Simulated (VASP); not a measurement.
# AlC18 in VASP: notebook

The runs below take AlC18 through single point, with PBE+D3(BJ).

Everything below comes from runs of VASP 6.6.1. Logs are shortened: lines on timing, memory, paths and dates and some standing lists are left out, and cuts for length are marked.

## (1) The cell of the first run

The cell holds a slab with vacuum, 19 atoms: a = 7.398 Å, b = 7.398 Å, c = 11.000 Å, α = 90.00°, β = 90.00°, γ = 120.00°.

## (2) Single point, PBE+D3(BJ), collinear spin, zero start

INCAR

```
PREC = Accurate
ENCUT = 520
EDIFF = 1E-7
ISMEAR = 0
SIGMA = 0.05
LREAL = Auto
LASPH = T
NELM = 150
ALGO = Normal
ISIF = 2
LWAVE = F
LCHARG = F
ISPIN = 2
MAGMOM = 0 0 0 0 0 0 0 0 0 0 0 0 0 0 0 0 0 0 0
LORBIT = 11
GGA = PE
IVDW = 12
NBANDS = 56
```

KPOINTS

```
Automatic mesh
0
Gamma
  2 2 1
```

POSCAR

```
AlC18
1.0
    7.3980000000      0.0000000000      0.0000000000
   -3.6990000000      6.4068560000      0.0000000000
    0.0000000000      0.0000000000     11.0000000000
C Al
18 1
Direct
   -0.0053953771     -0.0086001621      0.0899482727
    0.2165453587      0.1024262134      0.0897270000
   -0.0042930826      0.3252832591      0.0898980909
    0.2173868582      0.4369364631      0.0900253636
   -0.0042913493      0.6586219512      0.0899069091
    0.2173728493      0.7686175559      0.0899329091
    0.3283642007     -0.0094116365      0.0897233636
    0.5520170313      0.1024301155      0.0897286364
    0.3283928057      0.3260454114      0.0897922727
    0.5519767442      0.4378131801      0.0898520000
    0.3290415938      0.6586211708      0.0899035455
    0.5512642679      0.7697358892      0.0899067273
    0.6629222095     -0.0085981330      0.0899511818
    0.8845957109      0.1030608461      0.0898830909
    0.6637838140      0.3260407289      0.0898034545
    0.8856745912      0.4369347462      0.0900353636
    0.6629090996      0.6596892454      0.0900782727
    0.8846008872      0.7697365135      0.0899105455
    0.4367174141      0.2082793807      0.2883568182
```

Potentials or basis: VASP PAW PBE potentials, release 64 (C, Al).

On the command line:

```
cat potpaw_PBE.64/C/POTCAR potpaw_PBE.64/Al/POTCAR > POTCAR
mpirun -np 1 vasp_std > vasp.out
```

OUTCAR:

```text
PREC = Accurate
   ENCUT = 520
   EDIFF = 1E-7
   ISMEAR = 0
   LREAL = Auto
   LASPH = T
   NELM = 150
   ISIF = 2
   ISPIN = 2
   LORBIT = 11
   GGA = PE
   IVDW = 12
 IVDW          = 12

 ion  position               nearest neighbor table
   1  0.995  0.991  0.090-  18 1.42  14 1.42   2 1.42
   2  0.217  0.102  0.090-   1 1.42   9 1.43   7 1.43  19 2.60
   3  0.996  0.325  0.090-   4 1.42  16 1.42  14 1.42
   4  0.217  0.437  0.090-   3 1.42  11 1.42   9 1.42
   5  0.996  0.659  0.090-   6 1.42  16 1.42  18 1.42
   6  0.217  0.769  0.090-   5 1.42  11 1.42   7 1.42
   7  0.328  0.991  0.090-   6 1.42   8 1.43   2 1.43  19 2.59
   8  0.552  0.102  0.090-  13 1.42  15 1.43   7 1.43  19 2.60
   9  0.328  0.326  0.090-   4 1.42  10 1.43   2 1.43  19 2.62
  10  0.552  0.438  0.090-  17 1.42  15 1.43   9 1.43  19 2.63
  11  0.329  0.659  0.090-   6 1.42   4 1.42  12 1.42
  12  0.551  0.770  0.090-  13 1.42  17 1.42  11 1.42
  13  0.663  0.991  0.090-  12 1.42  14 1.42   8 1.42
  14  0.885  0.103  0.090-   1 1.42  13 1.42   3 1.42
  15  0.664  0.326  0.090-  16 1.42  10 1.43   8 1.43  19 2.62
  16  0.886  0.437  0.090-   3 1.42   5 1.42  15 1.42
  17  0.663  0.660  0.090-  12 1.42  18 1.42  10 1.42
  18  0.885  0.770  0.090-   1 1.42  17 1.42   5 1.42
  19  0.437  0.208  0.288-   7 2.59   2 2.60   8 2.60   9 2.62  15 2.62  10 2.63

  LATTYP: Found a hexagonal cell.
 ALAT       =     7.3980000000
 C/A-ratio  =     1.4868883482

  Lattice vectors:

 A1 = (   7.3980000000,   0.0000000000,   0.0000000000)
 A2 = (  -3.6990000000,   6.4068560000,   0.0000000000)
 A3 = (   0.0000000000,   0.0000000000,  11.0000000000)

Analysis of symmetry for initial positions (statically):
=====================================================================
 Subroutine PRICEL returns:
 Original cell was already a primitive cell.

 Routine SETGRP: Setting up the symmetry group for a
 hexagonal supercell.

 Subroutine GETGRP returns: Found  1 space group operations
 (whereof  1 operations were pure point group operations)
 out of a pool of 24 trial point group operations.

The static configuration has the point symmetry C_1 .

Analysis of symmetry for dynamics (positions and initial velocities):
=====================================================================
 Subroutine PRICEL returns:
 Original cell was already a primitive cell.

 Routine SETGRP: Setting up the symmetry group for a
 hexagonal supercell.

 Subroutine GETGRP returns: Found  1 space group operations
 (whereof  1 operations were pure point group operations)
 out of a pool of 24 trial point group operations.

The dynamic configuration has the point symmetry C_1 .

Analysis of structural, dynamic, and magnetic symmetry:
=====================================================================
 Subroutine PRICEL returns:
 Original cell was already a primitive cell.

 Routine SETGRP: Setting up the symmetry group for a
 hexagonal supercell.

 Subroutine GETGRP returns: Found  1 space group operations
 (whereof  1 operations were pure point group operations)
 out of a pool of 24 trial point group operations.

The overall configuration has the point symmetry C_1 .

 Subroutine INISYM returns: Found  1 space group operations
 (whereof  1 operations are pure point group operations),
 and found     1 'primitive' translations

----------------------------------------------------------------------------------------

                                     Primitive cell

  volume of cell :     521.3771

  direct lattice vectors                    reciprocal lattice vectors
     7.398000000  0.000000000  0.000000000     0.135171668  0.078041398  0.000000000
    -3.699000000  6.406856000  0.000000000     0.000000000  0.156082796  0.000000000
     0.000000000  0.000000000 11.000000000     0.000000000  0.000000000  0.090909091

  length of vectors
     7.398000000  7.398000054 11.000000000     0.156082797  0.156082796  0.090909091

  position of ions in fractional coordinates (direct lattice)
     0.994604623  0.991399838  0.089948273
     0.216545359  0.102426213  0.089727000
     0.995706917  0.325283259  0.089898091
     0.217386858  0.436936463  0.090025364
[... 75 lines left out ...]
   ions per type =              18   1
   NGX,Y,Z   is equivalent  to a cutoff of  12.58, 12.58, 12.70 a.u.
   NGXF,Y,Z  is equivalent  to a cutoff of  25.17, 25.17, 25.39 a.u.
 SYSTEM =  unknown system
   PREC   = accura    normal or accurate (medium, high low for compatibility)
   ISTART =      0    job   : 0-new  1-cont  2-samecut
   ICHARG =      2    charge: 1-file 2-atom 10-const
   ISPIN  =      2    spin polarized calculation?
   LNONCOLLINEAR =      F non collinear calculations
   LSORBIT =      F    spin-orbit coupling
   LASPH  =      T    aspherical Exc in radial PAW
   ENCUT  =  520.0 eV  38.22 Ry    6.18 a.u.  13.76 13.76 20.45*2*pi/ulx,y,z
   NELM   =    150;   NELMIN=  2; NELMDL= -5     # of ELM steps
   EDIFF  = 0.1E-06   stopping-criterion for ELM
   LREAL  =      T    real-space projection
   EDIFFG = 0.1E-05   stopping-criterion for IOM
   NSW    =      0    number of steps for IOM
   IBRION =     -1    ionic relax: 0-MD 1-quasi-New 2-CG
   NFREE  =      0    steps in history (QN), initial steepest desc. (CG)
   ISIF   =      2    stress and relaxation
   ISYM   =      2    0-nonsym 1-usesym 2-fastsym
   POTIM  = 0.5000    time-step for ionic-motion
   TEBEG  =    0.0;   TEEND  =   0.0 temperature during run
   PSTRESS=    0.0 pullay stress
   NELECT =      75.0000    total number of electrons
   NUPDOWN=      -1.0000    fix difference up-down
   EMIN   =  10.00;   EMAX   =-10.00  energy-range for DOS
   EFERMI =   0.00;   METHOD = LEGACY
   ISMEAR =     0;   SIGMA  =   0.05  broadening in eV -4-tet -1-fermi 0-gaus
   EFERMI_NEDOS =   21; number of points for ismear=-14 and -15
   IALGO  =     38    algorithm
   IMIX   =      4    mixing-type and parameters
     AMIX     =   0.40;   BMIX     =  1.00
     AMIX_MAG =   1.60;   BMIX_MAG =  1.00
  volume/ion in A,a.u.               =      27.44       185.18
  Fermi-wavevector in a.u.,A,eV,Ry     =   0.857784  1.620977 10.011076  0.735793
  Thomas-Fermi vector in A             =   1.974890
   LORBIT       =     11    0 simple, 1 ext, 2 COOP (PROOUT), +10 PAW based schemes
   GGA     = PE    functional components
   LHFCALC =     F    Hartree Fock is set to
   AEXX    =    0.0000 exact exchange contribution
   IVDW    =    12    specifies the selected vdW correction
   LEPSILON=     F    determine dielectric tensor
   LRPA    =     F    only Hartree local field effects (RPA)
 spin polarized calculation
 Gauss-broadening in eV      SIGMA  =   0.05
  energy-cutoff  :      520.00
  volume of cell :      521.38
 maximum number of plane-waves:     14099
 NGX is ok and might be reduce to    56
   NGX = 27   NGY = 27   NGZ = 41

 number of electron      74.9999997 magnetization       0.0000000

 number of electron      74.9999997 magnetization      -0.0000000

 Free energy of the ion-electron system (eV)
  ---------------------------------------------------
  ext. energy  EPLUGINS =         0.00000000
  ---------------------------------------------------
  free energy    TOTEN  =      -167.55935474 eV

  energy without entropy =     -167.55935474  energy(sigma->0) =     -167.55935474

 E-fermi :  -0.6608     XC(G=0):  -4.4938

 val. band max:       -0.9400592107   @ k =   0.0000   0.0000   0.0000
 cond. band min:       0.5525404323   @ k =   0.0000   0.5000   0.0000
 fundamental gap:      1.4925996431
 Fermi energy:        -0.6607791932

 spin component 1

 k-point     1 :       0.0000    0.0000    0.0000
  band No.  band energies     occupation
      1     -20.4128      1.00000
      2     -18.0029      1.00000
      3     -17.8746      1.00000
      4     -17.8742      1.00000
      5     -17.6824      1.00000
      6     -17.6824      1.00000
[... 197 lines left out ...]
     48       4.0701      0.00000
     49       4.3510      0.00000
 Fermi energy:        -0.6607791932

 spin component 2

 k-point     1 :       0.0000    0.0000    0.0000
  band No.  band energies     occupation
      1     -20.4128      1.00000
      2     -18.0029      1.00000
      3     -17.8746      1.00000
      4     -17.8742      1.00000
      5     -17.6824      1.00000
      6     -17.6824      1.00000
[... 197 lines left out ...]
     48       4.0701      0.00000
     49       4.3510      0.00000
 [bands above 49 left out]

------------------------ aborting loop because EDIFF is reached ----------------------------------------

 Edisp (eV)   -1.80061

 E8    (eV) :    -0.5821

  FORCE on cell =-STRESS in cart. coord.  units (eV):
  Direction    XX          YY          ZZ          XY          YZ          ZX
  --------------------------------------------------------------------------------------
  -------------------------------------------------------------------------------------
  Total       4.91386     4.92069    -0.18637     0.00015     0.01695    -0.00050
  in kB      15.10017    15.12115    -0.57270     0.00046     0.05207    -0.00154
  external pressure =        9.88 kB  Pullay stress =        0.00 kB

 VOLUME and BASIS-vectors are now :
 -----------------------------------------------------------------------------
  energy-cutoff  :      520.00
  volume of cell :      521.38
      direct lattice vectors                 reciprocal lattice vectors
     7.398000000  0.000000000  0.000000000     0.135171668  0.078041398  0.000000000
    -3.699000000  6.406856000  0.000000000     0.000000000  0.156082796  0.000000000
     0.000000000  0.000000000 11.000000000     0.000000000  0.000000000  0.090909091

 POSITION                                       TOTAL-FORCE (eV/Angst)
 -----------------------------------------------------------------------------------
      3.69090      6.35176      0.98943        -0.004284      0.004621      0.005714
      1.22313      0.65623      0.98700         0.000214     -0.002950      0.000958
      6.16302      2.08404      0.98888         0.004561     -0.005990      0.003158
     -0.00800      2.79939      0.99028        -0.003395     -0.001311      0.001479
      4.93001      4.21970      0.98898         0.004485      0.003479     -0.003916
     -1.23499      4.92442      0.98926        -0.001810      0.002086      0.003650
[... 11 lines left out ...]
      3.69702      4.93159      0.98902         0.005951     -0.006672     -0.000710
      2.46041      1.33442      3.17193        -0.000553      0.008510     -0.013182
 -----------------------------------------------------------------------------------
    total drift:                               -0.024746      0.002882      0.000515

  FREE ENERGIE OF THE ION-ELECTRON SYSTEM (eV)
  ---------------------------------------------------
  free  energy   TOTEN  =      -169.3599651751 eV

  energy  without entropy=     -169.3599651751  energy(sigma->0) =     -169.35996518

 total charge

# of ion       s       p       d       tot
------------------------------------------
    1        0.861   1.801   0.000   2.662
    2        0.860   1.786   0.000   2.646
    3        0.862   1.795   0.000   2.656
    4        0.861   1.801   0.000   2.662
    5        0.862   1.795   0.000   2.657
    6        0.861   1.801   0.000   2.662
[... 11 lines left out ...]
   18        0.862   1.795   0.000   2.656
   19        0.628   0.116   0.000   0.744
--------------------------------------------------
tot         16.124  32.405   0.000  48.529

 magnetization (x)

# of ion       s       p       d       tot
------------------------------------------
    1       -0.000  -0.000   0.000  -0.000
    2       -0.000  -0.000   0.000  -0.000
    3       -0.000  -0.000   0.000  -0.000
    4       -0.000  -0.000   0.000  -0.000
    5       -0.000  -0.000   0.000  -0.000
    6       -0.000  -0.000   0.000  -0.000
[... 11 lines left out ...]
   18       -0.000  -0.000   0.000  -0.000
   19        0.000   0.000   0.000   0.000
--------------------------------------------------
tot         -0.000  -0.000   0.000  -0.000
```

It took 5 min on 1 thread of Intel Xeon 6975P-C (Granite Rapids), shared host; peak memory 0.78 GiB.

Results:

```yaml
Free_energy: -169.3600 eV
Largest_force: 0.016 eV/Å
Net_moment: 0.00 μB per cell
Valence_electrons_inside_the_program's_atomic_spheres: C 2.66, 2.65; Al 0.74
Dispersion_energy_per_atom: -0.095 eV
```

Forces in eV/Å, atoms in the order of the input:
```
C   -0.004  0.005  0.006
C    0.000 -0.003  0.001
C    0.005 -0.006  0.003
C   -0.003 -0.001  0.001
C    0.004  0.003 -0.004
C   -0.002  0.002  0.004
C    0.006  0.003 -0.003
C   -0.007  0.005  0.001
C    0.003 -0.003  0.004
C    0.004 -0.013  0.001
C    0.001  0.010  0.000
C    0.001 -0.001 -0.003
C   -0.006  0.001  0.005
C    0.005  0.004  0.001
C   -0.008 -0.011  0.001
C   -0.006 -0.001  0.001
C    0.002  0.004 -0.005
C    0.006 -0.007 -0.001
Al  -0.001  0.009 -0.013
```

Caveat: the k points lie up to 0.49 Å⁻¹ apart.

## (3) Single point, PBE+D3(BJ), collinear spin, ferromagnetic start

INCAR

```
SYSTEM = AlC18
  PREC = Accurate
  ENCUT = 520
  EDIFF = 1E-6
  ISMEAR = 0
  SIGMA = 0.05
  LREAL = Auto
  LASPH = .TRUE.
  NELM = 150
  ALGO = Normal
  ISIF = 2
  LWAVE = .FALSE.
  LCHARG = .FALSE.
  ISPIN = 2
  MAGMOM = 0 0 0 0 0 0 0 0 0 0 0 0 0 0 0 0 0 0 1
  LORBIT = 11
  GGA = PE
  IVDW = 12
  NBANDS = 56
```

KPOINTS

```
Automatic mesh
0
G
  2 2 1
  0 0 0
```

POSCAR

```
AlC18
1.0
    7.3980000272     -0.0000000157      0.0000000000
   -3.6990000272      6.4068559843      0.0000000000
    0.0000000000      0.0000000000     11.0000000000
C Al
18 1
Direct
    0.0031976539      0.0026319306      0.0889267735
    0.2268093884      0.1144104915      0.0889104514
    0.0039261299      0.3352963983      0.0890383246
    0.2261238035      0.4463952351      0.0890076945
    0.0031976539      0.6672323899      0.0889267735
    0.2268093884      0.7790655636      0.0889104514
    0.3386212220      0.0026439443      0.0888966261
    0.5605474965      0.1136070816      0.0890877989
    0.3377702065      0.3363511505      0.0891074272
    0.5594488132      0.4463737863      0.0890407069
    0.3377702065      0.6680857227      0.0891074272
    0.5594488132      0.7797416936      0.0890407069
    0.6705690975      0.0019499017      0.0890276345
    0.8922581362      0.1136112305      0.0891591086
    0.6705690975      0.3352858625      0.0890276345
    0.8922581362      0.4453135724      0.0891591086
    0.6694549713      0.6680608190      0.0891859064
    0.8913488870      0.7790077768      0.0889368026
    0.1150560683     -0.1091386325      0.2875026224
```

Potentials or basis: VASP PAW PBE potentials, release 64 (C, Al).

On the command line:

```
cat potpaw_PBE.64/C/POTCAR potpaw_PBE.64/Al/POTCAR > POTCAR
mpirun -np 1 vasp_std > vasp.out
```

Run time: 3.7 min. Hardware: 1 thread of AMD EPYC 9R45 (Zen 5), shared host; peak memory 0.74 GiB.

It converged, with:

```
Free energy                                           : -169.3602 eV
Largest force                                         : 0.019 eV/Å
Net moment                                            : 0.00 μB per cell
Valence electrons inside the program's atomic spheres : C 2.65, 2.66; Al 0.74
Dispersion energy per atom                            : -0.095 eV
```

Forces on the atoms (eV/Å):
```
C   -0.006 -0.005  0.001
C   -0.008  0.008  0.001
C   -0.005 -0.003 -0.001
C    0.005  0.003  0.001
C   -0.007 -0.003  0.001
C    0.003 -0.011  0.001
C    0.005  0.003  0.000
C    0.003  0.002  0.003
C    0.004 -0.003  0.004
C   -0.003  0.003  0.000
C    0.000  0.005  0.004
C    0.001 -0.004  0.000
C   -0.001 -0.006 -0.001
C    0.001 -0.001 -0.002
C   -0.006  0.002 -0.001
C   -0.001  0.001 -0.002
C    0.001  0.000 -0.002
C    0.016  0.009  0.004
Al  -0.001 -0.001 -0.011
```

Levels at points of the mesh, in eV from the Fermi level:
Spin up:
```
           k point  band 34  band 35  band 36  band 37  band 38  band 39  band 40  band 41
(0.00, 0.00, 0.00)    -3.21    -2.82    -0.48    -0.48    -0.30    -0.30     1.92     1.92
(0.50, 0.00, 0.00)    -3.14    -2.89    -2.58    -2.55     1.19     1.46     1.57     1.83
(0.00, 0.50, 0.00)    -3.14    -2.89    -2.58    -2.55     1.20     1.46     1.57     1.83
```
Spin down:
```csv
k point,band 33,band 34,band 35,band 36,band 37,band 38,band 39,band 40,band 41,band 42
"(0.00, 0.00, 0.00)",-3.21,-3.21,-2.82,-0.48,-0.48,-0.30,-0.30,1.92,1.92,2.59
"(0.50, 0.00, 0.00)",-3.35,-3.14,-2.89,-2.58,-2.55,1.19,1.46,1.57,1.83,2.11
"(0.00, 0.50, 0.00)",-3.35,-3.14,-2.89,-2.58,-2.55,1.20,1.46,1.57,1.83,2.11
```

Caveat: the k points lie up to 0.49 Å⁻¹ apart.

[end of part 1 of 2]
